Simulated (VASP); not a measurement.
# Na9Cl8 (a cell with a defect) in VASP: single point with PBE

Aim: the single point of Na9Cl8 (a cell with a defect) with PBE.

All numbers are computed with VASP 6.6.1; they aren't measurements. Logs are shortened: lines on timing, memory, paths and dates and some standing lists are left out, and cuts for length are marked.

## Step 1: The cell of the first run

The cell holds a defect, 17 atoms: a = 7.976 Å, b = 7.976 Å, c = 7.976 Å, α = 60.00°, β = 60.00°, γ = 60.00°.

## Step 2: Single point, PBE, collinear spin, zero start

File INCAR:

```
PREC = Accurate ; ENCUT = 520
EDIFF = 1E-6 ; ISMEAR = -1
SIGMA = 0.02 ; LREAL = Auto
LASPH = T ; NELM = 150
ALGO = Normal ; ISIF = 2
LWAVE = F ; LCHARG = T
ISPIN = 2 ; MAGMOM = 0 0 0 0 0 0 0 0 0 0 0 0 0 0 0 0 0
LORBIT = 11 ; GGA = PE
LELF = T ; LVHAR = T
NBANDS = 78
```

File KPOINTS:

```
regular mesh
0
Gamma
  2 2 2
```

File POSCAR:

```
Na9Cl8
1.0
    0.0000000000      5.6401000000      5.6401000000
    5.6401000000      0.0000000000      5.6401000000
    5.6401000000      5.6401000000      0.0000000000
Na Cl
9 8
Direct
   -0.0002109892     -0.0001351040     -0.0004161274
   -0.0003062002     -0.0002232230      0.5009639900
   -0.0000587756      0.5004273860     -0.0002183472
   -0.0483166965      0.5158885481      0.5162800305
    0.5005475080     -0.0000452120     -0.0002891793
    0.5156310172     -0.0473199943      0.5159070761
    0.5169998759      0.5168828567     -0.0510705484
    0.5165548483      0.5164458077      0.5168736370
    0.3763425294      0.3780146629      0.3718525381
    0.2448265988      0.2445822769      0.2456021170
    0.2453819081      0.2451510612      0.7636902714
    0.2436080034      0.7678712257      0.2444556834
    0.2383255616      0.7543070158      0.7535605752
    0.7667218666      0.2438311377      0.2449130335
    0.7542329923      0.2381662559      0.7536778603
    0.7537833549      0.7539755501      0.2387749331
    0.7539318452      0.7541222673      0.7533690892
```

Potentials or basis: VASP PAW PBE potentials, release 64 (Na_pv, Cl).

The run is started by

```sh
cat potpaw_PBE.64/Na_pv/POTCAR potpaw_PBE.64/Cl/POTCAR > POTCAR
mpirun -np 1 vasp_std > vasp.out
```

OUTCAR:

```text
PREC = Accurate
   ENCUT = 520
   EDIFF = 1E-6
   ISMEAR = -1
   LREAL = Auto
   LASPH = T
   NELM = 150
   ISIF = 2
   ISPIN = 2
   LORBIT = 11
   GGA = PE

 ion  position               nearest neighbor table
   1  1.000  1.000  1.000-
   2  1.000  1.000  0.501-
   3  1.000  0.500  1.000-
   4  0.952  0.516  0.516-  15 2.70  17 2.70  16 2.70   9 2.77
   5  0.501  1.000  1.000-
   6  0.516  0.953  0.516-  13 2.70  17 2.70  16 2.70   9 2.77
   7  0.517  0.517  0.949-  15 2.69  13 2.69  17 2.69   9 2.75
   8  0.517  0.516  0.517-  15 2.70  13 2.70  16 2.70   9 2.76
   9  0.376  0.378  0.372-  12 2.54  14 2.54  10 2.55  11 2.55   7 2.75   8 2.76   4 2.77   6 2.77

  10  0.245  0.245  0.246-   9 2.55
  11  0.245  0.245  0.764-   9 2.55
  12  0.244  0.768  0.244-   9 2.54
  13  0.238  0.754  0.754-   7 2.69   8 2.70   6 2.70
  14  0.767  0.244  0.245-   9 2.54
  15  0.754  0.238  0.754-   7 2.69   8 2.70   4 2.70
  16  0.754  0.754  0.239-   8 2.70   4 2.70   6 2.70
  17  0.754  0.754  0.753-   7 2.69   4 2.70   6 2.70

  LATTYP: Found a face centered cubic cell.
 ALAT       =    11.2802000000

  Lattice vectors:

 A1 = (   0.0000000000,   5.6401000000,   5.6401000000)
 A2 = (   5.6401000000,   0.0000000000,   5.6401000000)
 A3 = (   5.6401000000,   5.6401000000,   0.0000000000)

Analysis of symmetry for initial positions (statically):
=====================================================================
 Subroutine PRICEL returns:
 Original cell was already a primitive cell.

 Routine SETGRP: Setting up the symmetry group for a
 face centered cubic supercell.

 Subroutine GETGRP returns: Found  1 space group operations
 (whereof  1 operations were pure point group operations)
 out of a pool of 48 trial point group operations.

The static configuration has the point symmetry C_1 .

Analysis of symmetry for dynamics (positions and initial velocities):
=====================================================================
 Subroutine PRICEL returns:
 Original cell was already a primitive cell.

 Routine SETGRP: Setting up the symmetry group for a
 face centered cubic supercell.

 Subroutine GETGRP returns: Found  1 space group operations
 (whereof  1 operations were pure point group operations)
 out of a pool of 48 trial point group operations.

The dynamic configuration has the point symmetry C_1 .

Analysis of structural, dynamic, and magnetic symmetry:
=====================================================================
 Subroutine PRICEL returns:
 Original cell was already a primitive cell.

 Routine SETGRP: Setting up the symmetry group for a
 face centered cubic supercell.

 Subroutine GETGRP returns: Found  1 space group operations
 (whereof  1 operations were pure point group operations)
 out of a pool of 48 trial point group operations.

The overall configuration has the point symmetry C_1 .

 Subroutine INISYM returns: Found  1 space group operations
 (whereof  1 operations are pure point group operations),
 and found     1 'primitive' translations

----------------------------------------------------------------------------------------

                                     Primitive cell

  volume of cell :     358.8314

  direct lattice vectors                    reciprocal lattice vectors
     0.000000000  5.640100000  5.640100000    -0.088650910  0.088650910  0.088650910
     5.640100000  0.000000000  5.640100000     0.088650910 -0.088650910  0.088650910
     5.640100000  5.640100000  0.000000000     0.088650910  0.088650910 -0.088650910

  length of vectors
     7.976305913  7.976305913  7.976305913     0.153547881  0.153547881  0.153547881

  position of ions in fractional coordinates (direct lattice)
     0.999789011  0.999864896  0.999583873
     0.999693800  0.999776777  0.500963990
     0.999941224  0.500427386  0.999781653
     0.951683303  0.515888548  0.516280030
     0.500547508  0.999954788  0.999710821
     0.515631017  0.952680006  0.515907076
[... 9 lines left out ...]
     0.753783355  0.753975550  0.238774933
     0.753931845  0.754122267  0.753369089

  ion indices of the primitive-cell ions
   primitive index   ion index
                 1           1
                 2           2
                 3           3
                 4           4
                 5           5
                 6           6
[... 9 lines left out ...]
                16          16
                17          17

----------------------------------------------------------------------------------------

 KPOINTS: regular mesh

Automatic generation of k-mesh.
 Grid dimensions read from file:
 generate k-points for:    2    2    2

 Generating k-lattice:

  Cartesian coordinates                     Fractional coordinates (reciprocal lattice)
    -0.044325455  0.044325455  0.044325455     0.500000000  0.000000000  0.000000000
     0.044325455 -0.044325455  0.044325455     0.000000000  0.500000000  0.000000000
     0.044325455  0.044325455 -0.044325455     0.000000000  0.000000000  0.500000000

  Length of vectors
     0.076773941  0.076773941  0.076773941

  Shift w.r.t. Gamma in fractional coordinates (k-lattice)
     0.000000000  0.000000000  0.000000000

 Subroutine IBZKPT returns following result:
 ===========================================

 Found      8 irreducible k-points:

 Following reciprocal coordinates:
            Coordinates               Weight
  0.000000  0.000000  0.000000      1.000000
  0.500000  0.000000  0.000000      1.000000
  0.000000  0.500000  0.000000      1.000000
  0.000000  0.000000  0.500000      1.000000
  0.500000  0.500000  0.500000      1.000000
  0.500000  0.500000  0.000000      1.000000
  0.000000  0.500000  0.500000      1.000000
  0.500000  0.000000  0.500000      1.000000
   k-points           NKPTS =      8   k-points in BZ     NKDIM =      8   number of bands    NBANDS=     78
   number of dos      NEDOS =    301   number of ions     NIONS =     17
   total plane-waves  NPLWV = 216000
   dimension x,y,z NGX =    60 NGY =   60 NGZ =   60
   dimension x,y,z NGXF=   120 NGYF=  120 NGZF=  120
   ions per type =               9   8
   NGX,Y,Z   is equivalent  to a cutoff of  12.51, 12.51, 12.51 a.u.
   NGXF,Y,Z  is equivalent  to a cutoff of  25.01, 25.01, 25.01 a.u.
 SYSTEM =  unknown system
   PREC   = accura    normal or accurate (medium, high low for compatibility)
   ISTART =      0    job   : 0-new  1-cont  2-samecut
   ICHARG =      2    charge: 1-file 2-atom 10-const
   ISPIN  =      2    spin polarized calculation?
   LNONCOLLINEAR =      F non collinear calculations
   LSORBIT =      F    spin-orbit coupling
   LASPH  =      T    aspherical Exc in radial PAW
   ENCUT  =  520.0 eV  38.22 Ry    6.18 a.u.  14.83 14.83 14.83*2*pi/ulx,y,z
   NELM   =    150;   NELMIN=  2; NELMDL= -5     # of ELM steps
   EDIFF  = 0.1E-05   stopping-criterion for ELM
   LREAL  =      T    real-space projection
   EDIFFG = 0.1E-04   stopping-criterion for IOM
   NSW    =      0    number of steps for IOM
   IBRION =     -1    ionic relax: 0-MD 1-quasi-New 2-CG
   NFREE  =      0    steps in history (QN), initial steepest desc. (CG)
   ISIF   =      2    stress and relaxation
   ISYM   =      2    0-nonsym 1-usesym 2-fastsym
   POTIM  = 0.5000    time-step for ionic-motion
   TEBEG  =    0.0;   TEEND  =   0.0 temperature during run
   PSTRESS=    0.0 pullay stress
   NELECT =     119.0000    total number of electrons
   NUPDOWN=      -1.0000    fix difference up-down
   EMIN   =  10.00;   EMAX   =-10.00  energy-range for DOS
   EFERMI =   0.00;   METHOD = LEGACY
   ISMEAR =    -1;   SIGMA  =   0.02  broadening in eV -4-tet -1-fermi 0-gaus
   EFERMI_NEDOS =   21; number of points for ismear=-14 and -15
   IALGO  =     38    algorithm
   IMIX   =      4    mixing-type and parameters
     AMIX     =   0.40;   BMIX     =  1.00
     AMIX_MAG =   1.60;   BMIX_MAG =  1.00
  volume/ion in A,a.u.               =      21.11       142.44
  Fermi-wavevector in a.u.,A,eV,Ry     =   1.133166  2.141374 17.470779  1.284066
  Thomas-Fermi vector in A             =   2.269869
   LORBIT       =     11    0 simple, 1 ext, 2 COOP (PROOUT), +10 PAW based schemes
   GGA     = PE    functional components
   LHFCALC =     F    Hartree Fock is set to
   AEXX    =    0.0000 exact exchange contribution
   IVDW    =     0    specifies the selected vdW correction
   LEPSILON=     F    determine dielectric tensor
   LRPA    =     F    only Hartree local field effects (RPA)
 spin polarized calculation
  energy-cutoff  :      520.00
  volume of cell :      358.83
 maximum number of plane-waves:      9684
 NGX is ok and might be reduce to    60
   NGX = 29   NGY = 29   NGZ = 29

 number of electron     119.0000000 magnetization       0.0000000

 number of electron     119.0000001 magnetization      -0.0039817

 Free energy of the ion-electron system (eV)
  ---------------------------------------------------
  ext. energy  EPLUGINS =         0.00000000
  ---------------------------------------------------
  free energy    TOTEN  =       -52.18914213 eV

  energy without entropy =      -52.17784795  energy(sigma->0) =      -52.18349504

 E-fermi :   5.7552     XC(G=0):  -8.4306

 val. band max:        5.7367000157   @ k =   0.0000   0.0000   0.5000
 cond. band min:       5.9053716048   @ k =   0.0000   0.0000   0.5000
 fundamental gap:      0.1686715891
 Fermi energy:         5.7551676373

 spin component 1

 k-point     1 :       0.0000    0.0000    0.0000
  band No.  band energies     occupation
      1     -21.6972      1.00000
      2     -21.6937      1.00000
      3     -21.6904      1.00000
      4     -21.5546      1.00000
      5     -21.4768      1.00000
      6     -21.4757      1.00000
[... 63 lines left out ...]
     70       7.5245      0.00000
     71       9.7504      0.00000
[... 516 lines left out ...]
     70       8.5175      0.00000
     71       8.9561      0.00000
 Fermi energy:         5.7551676373

 spin component 2

 k-point     1 :       0.0000    0.0000    0.0000
  band No.  band energies     occupation
      1     -21.6973      1.00000
      2     -21.6938      1.00000
      3     -21.6906      1.00000
      4     -21.5547      1.00000
      5     -21.4769      1.00000
      6     -21.4758      1.00000
[... 63 lines left out ...]
     70       7.5238      0.00000
     71       9.7498      0.00000
[... 516 lines left out ...]
     70       8.5168      0.00000
     71       8.9552      0.00000
 [bands above 71 left out]

------------------------ aborting loop because EDIFF is reached ----------------------------------------

  FORCE on cell =-STRESS in cart. coord.  units (eV):
  Direction    XX          YY          ZZ          XY          YZ          ZX
  --------------------------------------------------------------------------------------
  -------------------------------------------------------------------------------------
  Total       10.8371036     10.8351251     10.8262954     -0.0234092      0.0017170      0.0101210
  in kB       48.3875238     48.3786901     48.3392656     -0.1045218      0.0076663      0.0451900
  external PRESSURE =      48.3684932 kB  Pullay stress =       0.0000000 kB

 VOLUME and BASIS-vectors are now :
 -----------------------------------------------------------------------------
  energy-cutoff  :      520.00
  volume of cell :      358.83
      direct lattice vectors                 reciprocal lattice vectors
     0.000000000  5.640100000  5.640100000    -0.088650910  0.088650910  0.088650910
     5.640100000  0.000000000  5.640100000     0.088650910 -0.088650910  0.088650910
     5.640100000  5.640100000  0.000000000     0.088650910  0.088650910 -0.088650910

 POSITION                                       TOTAL-FORCE (eV/Angst)
 -----------------------------------------------------------------------------------
     11.27709     11.27666     11.27825        -0.002680     -0.003200     -0.001689
      8.46433      8.46386     11.27721         0.003017      0.002481     -0.001759
      8.46133     11.27864      8.46223         0.002163     -0.002379      0.003002
      5.82153      8.27946      8.27725         0.001335     -0.002673      0.001416
     11.27831      8.46161      8.46298        -0.002262      0.002013      0.003401
      8.28298      5.81798      8.28142        -0.003046      0.001773     -0.000111
[... 9 lines left out ...]
      5.59921      5.59813      8.50391        -0.007232     -0.006990      0.006131
      8.50240      8.50133      8.50558         0.007716      0.007962      0.005727
 -----------------------------------------------------------------------------------
    total drift:                               -0.000468     -0.001076      0.001202

  FREE ENERGIE OF THE ION-ELECTRON SYSTEM (eV)
  ---------------------------------------------------
  free  energy   TOTEN  =       -52.1891421290 eV

  energy  without entropy=      -52.1778479479  energy(sigma->0) =      -52.18349504

 total charge

# of ion       s       p       d       tot
------------------------------------------
    1        0.051   5.985   0.000   6.035
    2        0.051   5.985   0.000   6.036
    3        0.051   5.984   0.000   6.035
    4        0.068   5.981   0.000   6.049
    5        0.051   5.984   0.000   6.035
    6        0.068   5.981   0.000   6.048
[... 9 lines left out ...]
   16        1.598   3.589   0.000   5.187
   17        1.598   3.590   0.000   5.187
--------------------------------------------------
tot         13.386  82.527   0.000  95.913

 magnetization (x)

# of ion       s       p       d       tot
------------------------------------------
    1       -0.000  -0.000   0.000  -0.000
    2       -0.000  -0.000   0.000  -0.000
    3       -0.000  -0.000   0.000  -0.000
    4       -0.000  -0.000   0.000  -0.000
    5       -0.000  -0.000   0.000  -0.000
    6       -0.000  -0.000   0.000  -0.000
[... 9 lines left out ...]
   16       -0.000  -0.000   0.000  -0.000
   17       -0.000  -0.000   0.000  -0.000
--------------------------------------------------
tot         -0.001  -0.000   0.000  -0.001
```

Wall time 17 min (1 thread of Intel Xeon 6975P-C, shared host); peak memory 0.78 GiB.

Results:

```
Free energy                                           : -52.1891 eV
Pressure                                              : 4.8 GPa
Largest force                                         : 0.019 eV/Å
Net moment                                            : 0.00 μB per cell
Valence electrons inside the program's atomic spheres : Na 6.04, 6.05, 6.12; Cl 5.18, 5.19
```

Forces on the atoms (eV/Å):
```
Na  -0.003 -0.003 -0.002
Na   0.003  0.002 -0.002
Na   0.002 -0.002  0.003
Na   0.001 -0.003  0.001
Na  -0.002  0.002  0.003
Na  -0.003  0.002  0.000
Na   0.002  0.001  0.001
Na  -0.001 -0.002  0.002
Na   0.000  0.007 -0.017
Cl  -0.004 -0.005  0.001
Cl   0.004  0.002  0.000
Cl   0.002 -0.003  0.006
Cl   0.007 -0.006 -0.008
Cl  -0.002  0.001  0.006
Cl  -0.006  0.007 -0.007
Cl  -0.007 -0.007  0.006
Cl   0.008  0.008  0.006
```

Caveat: the k points lie up to 0.48 Å⁻¹ apart.
